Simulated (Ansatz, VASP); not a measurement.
## SnTe in VASP and in Ansatz

INCAR

```
SYSTEM = SnTe
PREC = Accurate
ENCUT = 600
EDIFF = 1E-6
ISMEAR = 0
SIGMA = 0.01
LREAL = .FALSE.
LASPH = .TRUE.
NELM = 100
ALGO = Normal
ISIF = 3
LWAVE = .FALSE.
LCHARG = .FALSE.
GGA = PE
IBRION = 2
NSW = 100
EDIFFG = -0.005
```

Contents of KPOINTS:

```
Automatic mesh
0
G
  10 10 10
  0 0 0
```

File POSCAR:

```
SnTe
1.0
    0.0000000000      3.1508500000      3.1508500000
    3.1508500000      0.0000000000      3.1508500000
    3.1508500000      3.1508500000      0.0000000000
Sn Te
1 1
Direct
    0.0000000000      0.0000000000      0.0000000000
    0.5000000000      0.5000000000      0.5000000000
```

Input for Ansatz:

```yaml
crystal:
  lattice:
    - [0.0, 3.15085, 3.15085]
    - [3.15085, 0.0, 3.15085]
    - [3.15085, 3.15085, 0.0]
  atoms:
    - { symbol: Sn, position: [0.0, 0.0, 0.0] }
    - { symbol: Te, position: [0.5, 0.5, 0.5] }
basis:
  ecutwfc: 420
kpoints:
  mp_grid: { grid: [10, 10, 10] }
hamiltonian:
  xc: pbe
scf:
  occupations: { method: gaussian, width: 0.01 }
output:
  forces: true
  stress: true
  eigenvalues: true
relax:
  adjacent_minimum: "off"
  f_tol: 0.005
  max_steps: 80
  cell: { stress_tol: 0.05 }
```

Alike in both runs: task relaxation of cell and atoms; functional PBE; k mesh 10 × 10 × 10; occupations gaussian, width 0.01 eV; no spin polarisation.

```csv
,VASP,Ansatz
version,VASP 6.6.1,Ansatz 0.2.0
potentials or method,"VASP PAW PBE potentials, release 64 (Sn_d, Te), cutoff 600 eV","scalar-relativistic, plane waves, PAW"
valence electrons in the cell,20,30
```

Ansatz gave:

| Property | Result |
| --- | --- |
| gap on the k mesh at the Fermi level, each at its own relaxed structure (eV) | 0.06 |
| relaxed volume (Å³/atom) | 32.97 |
| relaxed cell length with the largest relative difference (Å) | 4.535 |

What did VASP give for the same quantities?

gap on the k mesh at the Fermi level, each at its own relaxed structure (eV): 0.05; relaxed volume (Å³/atom): 32.93; relaxed cell length with the largest relative difference (Å): 4.533.

VASP's potentials hold 20 valence electrons a cell and Ansatz's 30, so a difference there can come from the potentials and not from the codes.

Neither program's run includes spin-orbit coupling.
